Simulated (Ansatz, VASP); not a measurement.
MnH4: VASP beside Ansatz

```
Mn H
1.0
     3.40276    0.00000    0.00000
     0.00000    3.40276    0.00000
     0.00000    0.00000    3.40276
Mn H
1 4
Direct
  0.50000 0.50000 0.50000
  0.00000 0.00000 0.00000
  0.50000 0.50000 0.00000
  0.50000 0.00000 0.50000
  0.00000 0.50000 0.50000
```

Change from the starting cell: species swapped into the Ni4N type (Pm-3m, No. 221).

Alike in both runs: functional PBE; k mesh 12 × 12 × 12; occupations gaussian, width 0.1 eV; collinear spin.

Ansatz relaxed the structure, and its values are those at the end. VASP's run is a single point on that final structure, the one shown.

|  | VASP | Ansatz |
| --- | --- | --- |
| version | VASP 6.6.1 | Ansatz 0.2.0 |
| potentials or method | VASP PAW PBE potentials, release 64 (Mn_pv, H), cutoff 520 eV | scalar-relativistic, plane waves, PAW |
| valence electrons in the cell | 17 | 19 |

|  | VASP | Ansatz | Ansatz less VASP |
| --- | --- | --- | --- |
| gap on the k mesh at the Fermi level (eV) | none | none | - |
| pressure (GPa) | -0.1 | 0.0 | +0.13 |
| net moment per atom (μB) | 0.58 | 0.58 | +0.001 |
| size of the moment on the site where the two differ most (μB) | 3.56 | 2.81 | -0.751 |

Site moments also hang on the region over which each program counts them. A gap of «none» marks a metal or a gap that the smearing closes. VASP's potentials hold 17 valence electrons a cell and Ansatz's 19, so a difference there can come from the potentials and not from the codes.
